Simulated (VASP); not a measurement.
# Tc (P6_3/mmc) in VASP: further runs, part 2 of 3

VASP 6.6.1. Earlier steps stand in the parts before.

## 3. Single point, PBE

This run uses another cell than the first one, of 14.35 Å³/atom, 1.010 times its volume.

Contents of INCAR:

```
SYSTEM = Tc
ALGO     = Normal         ! electronic algorithm
EDIFF    = 1E-6           ! SCF threshold, eV
ENCUT    = 520            ! plane-wave cutoff, eV
GGA      = PE             ! functional
ISIF     = 2              ! what is computed and relaxed
ISMEAR   = -1             ! smearing method
LASPH    = .True.         ! aspherical terms in the spheres
LCHARG   = .False.        ! write CHGCAR
LREAL    = .False.        ! projectors in reciprocal space
LWAVE    = .False.        ! write WAVECAR
NBANDS   = 34             ! bands
NELM     = 100            ! most SCF steps
PREC     = Accurate       ! precision mode
SIGMA    = 0.05           ! smearing width, eV
```

Contents of KPOINTS:

```
k-points
0
Gamma
  11 11 3
  0 0 0
```

Contents of POSCAR:

```
Tc
1.0
    2.7414710748      0.0000000000      0.0000000000
   -1.3707355374      2.3741835946      0.0000000000
    0.0000000000      0.0000000000      8.8199617339
Tc
4
Direct
    0.6666666667      0.3333333333      0.7500000000
    0.0000000000      0.0000000000      0.5000000000
    0.3333333333      0.6666666667      0.2500000000
    0.0000000000      0.0000000000      0.0000000000
```

Potentials or basis: VASP PAW PBE potentials, release 64 (Tc_pv).

Run with:

```
$ cat potpaw_PBE.64/Tc_pv/POTCAR > POTCAR
$ mpirun -np 1 vasp_std > vasp.out
```

OUTCAR:

```text
SYSTEM = Tc
   EDIFF = 1E-6
   ENCUT = 520
   GGA = PE
   ISIF = 2
   ISMEAR = -1
   LASPH = .True.
   LREAL = .False.
   NELM = 100
   PREC = Accurate

 ion  position               nearest neighbor table
   1  0.667  0.333  0.750-   2 2.71   4 2.71   2 2.71   4 2.71   2 2.71   4 2.71
   2  0.000  0.000  0.500-   1 2.71   3 2.71   1 2.71   3 2.71   1 2.71   3 2.71
   3  0.333  0.667  0.250-   2 2.71   4 2.71   2 2.71   4 2.71   2 2.71   4 2.71
   4  0.000  0.000  0.000-   1 2.71   3 2.71   1 2.71   3 2.71   1 2.71   3 2.71

  LATTYP: Found a hexagonal cell.
 ALAT       =     2.7414710748
 C/A-ratio  =     3.2172368386

  Lattice vectors:

 A1 = (   2.7414710748,   0.0000000000,   0.0000000000)
 A2 = (  -1.3707355374,   2.3741835946,   0.0000000000)
 A3 = (   0.0000000000,   0.0000000000,   8.8199617339)

Analysis of symmetry for initial positions (statically):
=====================================================================
 Subroutine PRICEL returns:
 Original cell was already a primitive cell.

 Routine SETGRP: Setting up the symmetry group for a
 hexagonal supercell.

 Subroutine GETGRP returns: Found 24 space group operations
 (whereof 12 operations were pure point group operations)
 out of a pool of 24 trial point group operations.

The static configuration has the point symmetry D_3d.
 The point group associated with its full space group is D_6h.

Analysis of symmetry for dynamics (positions and initial velocities):
=====================================================================
 Subroutine PRICEL returns:
 Original cell was already a primitive cell.

 Routine SETGRP: Setting up the symmetry group for a
 hexagonal supercell.

 Subroutine GETGRP returns: Found 24 space group operations
 (whereof 12 operations were pure point group operations)
 out of a pool of 24 trial point group operations.

The dynamic configuration has the point symmetry D_3d.
 The point group associated with its full space group is D_6h.

 Subroutine INISYM returns: Found 24 space group operations
 (whereof 12 operations are pure point group operations),
 and found     1 'primitive' translations

----------------------------------------------------------------------------------------

                                     Primitive cell

  volume of cell :      57.4070

  direct lattice vectors                    reciprocal lattice vectors
     2.741471075  0.000000000  0.000000000     0.364767664  0.210598709  0.000000000
    -1.370735537  2.374183595  0.000000000     0.000000000  0.421197418  0.000000000
     0.000000000  0.000000000  8.819961734     0.000000000  0.000000000  0.113379177

  length of vectors
     2.741471075  2.741471075  8.819961734     0.421197418  0.421197418  0.113379177

  position of ions in fractional coordinates (direct lattice)
     0.666666667  0.333333333  0.750000000
     0.000000000  0.000000000  0.500000000
     0.333333333  0.666666667  0.250000000
     0.000000000  0.000000000  0.000000000

  ion indices of the primitive-cell ions
   primitive index   ion index
                 1           1
                 2           2
                 3           3
                 4           4

----------------------------------------------------------------------------------------

 KPOINTS: k-points

Automatic generation of k-mesh.
 Grid dimensions read from file:
 generate k-points for:   11   11    3

 Generating k-lattice:

  Cartesian coordinates                     Fractional coordinates (reciprocal lattice)
     0.033160697  0.019145337  0.000000000     0.090909091  0.000000000  0.000000000
     0.000000000  0.038290674  0.000000000     0.000000000  0.090909091  0.000000000
     0.000000000  0.000000000  0.037793059     0.000000000  0.000000000  0.333333333

  Length of vectors
     0.038290674  0.038290674  0.037793059

  Shift w.r.t. Gamma in fractional coordinates (k-lattice)
     0.000000000  0.000000000  0.000000000

 Subroutine IBZKPT returns following result:
 ===========================================

 Found     32 irreducible k-points:

 Following reciprocal coordinates:
            Coordinates               Weight
  0.000000  0.000000  0.000000      1.000000
  0.090909  0.000000  0.000000      6.000000
  0.181818  0.000000  0.000000      6.000000
  0.272727  0.000000  0.000000      6.000000
  0.363636 -0.000000  0.000000      6.000000
  0.454545  0.000000  0.000000      6.000000
[... 16 lines left out ...]
  0.090909  0.090909  0.333333     12.000000
  0.181818  0.090909  0.333333     24.000000
 [... further k-points ...]
   k-points           NKPTS =     32   k-points in BZ     NKDIM =     32   number of bands    NBANDS=     34
   number of dos      NEDOS =    301   number of ions     NIONS =      4
   total plane-waves  NPLWV =  28000
   dimension x,y,z NGX =    20 NGY =   20 NGZ =   70
   dimension x,y,z NGXF=    40 NGYF=   40 NGZF=  140
   ions per type =               4
   NGX,Y,Z   is equivalent  to a cutoff of  12.13, 12.13, 13.19 a.u.
   NGXF,Y,Z  is equivalent  to a cutoff of  24.26, 24.26, 26.39 a.u.
 SYSTEM =  Tc
   PREC   = accura    normal or accurate (medium, high low for compatibility)
   ISTART =      0    job   : 0-new  1-cont  2-samecut
   ICHARG =      2    charge: 1-file 2-atom 10-const
   ISPIN  =      1    spin polarized calculation?
   LNONCOLLINEAR =      F non collinear calculations
   LSORBIT =      F    spin-orbit coupling
   LASPH  =      T    aspherical Exc in radial PAW
   ENCUT  =  520.0 eV  38.22 Ry    6.18 a.u.   5.10  5.10 16.40*2*pi/ulx,y,z
   NELM   =    100;   NELMIN=  2; NELMDL= -5     # of ELM steps
   EDIFF  = 0.1E-05   stopping-criterion for ELM
   LREAL  =      F    real-space projection
   EDIFFG = 0.1E-04   stopping-criterion for IOM
   NSW    =      0    number of steps for IOM
   IBRION =     -1    ionic relax: 0-MD 1-quasi-New 2-CG
   NFREE  =      0    steps in history (QN), initial steepest desc. (CG)
   ISIF   =      2    stress and relaxation
   ISYM   =      2    0-nonsym 1-usesym 2-fastsym
   POTIM  = 0.5000    time-step for ionic-motion
   TEBEG  =    0.0;   TEEND  =   0.0 temperature during run
   PSTRESS=    0.0 pullay stress
   NELECT =      52.0000    total number of electrons
   NUPDOWN=      -1.0000    fix difference up-down
   EMIN   =  10.00;   EMAX   =-10.00  energy-range for DOS
   EFERMI =   0.00;   METHOD = LEGACY
   ISMEAR =    -1;   SIGMA  =   0.05  broadening in eV -4-tet -1-fermi 0-gaus
   EFERMI_NEDOS =   21; number of points for ismear=-14 and -15
   IALGO  =     38    algorithm
   IMIX   =      4    mixing-type and parameters
     AMIX     =   0.40;   BMIX     =  1.00
     AMIX_MAG =   1.60;   BMIX_MAG =  1.00
  volume/ion in A,a.u.               =      14.35        96.85
  Fermi-wavevector in a.u.,A,eV,Ry     =   1.583997  2.993321 34.137655  2.509047
  Thomas-Fermi vector in A             =   2.683682
   LORBIT       =      0    0 simple, 1 ext, 2 COOP (PROOUT), +10 PAW based schemes
   GGA     = PE    functional components
[... 5 lines left out ...]
 non-spin polarized calculation
  energy-cutoff  :      520.00
  volume of cell :       57.41
 maximum number of plane-waves:      1560
   NGX = 11   NGY = 11   NGZ = 33

 number of electron      52.0000010 magnetization

 Free energy of the ion-electron system (eV)
  ---------------------------------------------------
  ext. energy  EPLUGINS =         0.00000000
  ---------------------------------------------------
  free energy    TOTEN  =       -41.40804215 eV

  energy without entropy =      -41.38274749  energy(sigma->0) =      -41.39539482

 E-fermi :  12.6613     XC(G=0): -13.7833

 val. band max:       12.6115152332   @ k =   0.3636   0.1818   0.3333
 cond. band min:      12.6617970871   @ k =   0.0909   0.0000   0.0000
 fundamental gap:      0.0502818539
 Fermi energy:        12.6613104947

 k-point     1 :       0.0000    0.0000    0.0000
  band No.  band energies     occupation
      1     -26.8649      2.00000
      2     -26.2790      2.00000
      3     -26.1809      2.00000
      4     -25.7573      2.00000
      5     -25.7573      2.00000
      6     -25.6742      2.00000
[... 26 lines left out ...]
     33      14.4855      0.00000
     34      14.4855      0.00000
[... 820 lines left out ...]
      4     -26.1222      2.00000
      5     -26.0976      2.00000
      6     -25.9999      2.00000
[... 26 lines left out ...]
     33      14.9221      0.00000
     34      15.4816      0.00000

 [... further k-points ...]

------------------------ aborting loop because EDIFF is reached ----------------------------------------

  FORCE on cell =-STRESS in cart. coord.  units (eV):
  Direction    XX          YY          ZZ          XY          YZ          ZX
  --------------------------------------------------------------------------------------
  -------------------------------------------------------------------------------------
  Total        0.4784734      0.4784734      0.4718675      0.0000000      0.0000000      0.0000000
  in kB       13.3537642     13.3537642     13.1694008      0.0000000      0.0000000      0.0000000
  external PRESSURE =      13.2923097 kB  Pullay stress =       0.0000000 kB

 VOLUME and BASIS-vectors are now :
 -----------------------------------------------------------------------------
  energy-cutoff  :      520.00
  volume of cell :       57.41
      direct lattice vectors                 reciprocal lattice vectors
     2.741471075  0.000000000  0.000000000     0.364767664  0.210598709  0.000000000
    -1.370735537  2.374183595  0.000000000     0.000000000  0.421197418  0.000000000
     0.000000000  0.000000000  8.819961734     0.000000000  0.000000000  0.113379177

 POSITION                                       TOTAL-FORCE (eV/Angst)
 -----------------------------------------------------------------------------------
      1.37074      0.79139      6.61497         0.000000      0.000000     -0.000000
      0.00000      0.00000      4.40998         0.000000      0.000000     -0.000000
     -0.00000      1.58279      2.20499        -0.000000     -0.000000      0.000000
      0.00000      0.00000      0.00000         0.000000      0.000000     -0.000000
 -----------------------------------------------------------------------------------
    total drift:                                0.000000     -0.000000      0.000000

  FREE ENERGIE OF THE ION-ELECTRON SYSTEM (eV)
  ---------------------------------------------------
  free  energy   TOTEN  =       -41.4080421549 eV

  energy  without entropy=      -41.3827474853  energy(sigma->0) =      -41.39539482
```

It took 24 s on 1 thread of Intel Xeon 6975P-C (Granite Rapids), shared host; peak memory 0.19 GiB.

What came out:

- Free energy: -41.4080 eV
- Pressure: 1.3 GPa
- Band gap on the k mesh: zero (band 26 reaches 14.42 eV, above the bottom of band 27 at 11.52 eV)

Levels at points of the mesh, in eV from the Fermi level:
| k point | band 22 | band 23 | band 24 | band 25 | band 26 | band 27 | band 28 | band 29 | band 30 | band 31 |
| --- | --- | --- | --- | --- | --- | --- | --- | --- | --- | --- |
| (0.00, 0.00, 0.00) | -1.82 | -1.55 | -1.25 | -1.25 | -1.14 | -1.14 | 0.29 | 0.29 | 1.00 | 1.00 |

## 4. Single point, PBE

This run uses another cell than the first one, of 14.45 Å³/atom, 1.016 times its volume.

Contents of INCAR:

```
PREC = Accurate ; ENCUT = 520
EDIFF = 1E-6 ; ISMEAR = -1
SIGMA = 0.05 ; LREAL = False
LASPH = True ; NELM = 60
ALGO = Fast ; ISIF = 2
LWAVE = False ; LCHARG = False
GGA = PE ; NBANDS = 34
```

Contents of KPOINTS:

```
regular mesh
0
Gamma
  11 11 3
```

Contents of POSCAR:

```
Tc
1.0
    2.7475483374      0.0000000000      0.0000000000
   -1.3737741687      2.3794466583      0.0000000000
    0.0000000000      0.0000000000      8.8386617089
Tc
4
Direct
    0.6666666667      0.3333333333      0.7500000000
    0.0000000000      0.0000000000      0.5000000000
    0.3333333333      0.6666666667      0.2500000000
    0.0000000000      0.0000000000      0.0000000000
```

Run with:

```
$ cat potpaw_PBE.64/Tc_pv/POTCAR > POTCAR
$ mpirun -np 1 vasp_std > vasp.out
```

Run time: 29 s. Hardware: 1 thread of Intel Xeon 6975P-C (Granite Rapids), shared host; peak memory 0.18 GiB.

Results (log left out):

- Free energy: -41.4093 eV
- Pressure: -0.7 GPa
- Band gap on the k mesh: zero (band 26 reaches 14.29 eV, above the bottom of band 27 at 11.42 eV)

Levels at points of the mesh, in eV from the Fermi level:
```
           k point  band 22  band 23  band 24  band 25  band 26  band 27  band 28  band 29  band 30  band 31
(0.00, 0.00, 0.00)    -1.81    -1.53    -1.23    -1.23    -1.13    -1.13     0.29     0.29     0.99     0.99
```

[end of part 2 of 3]
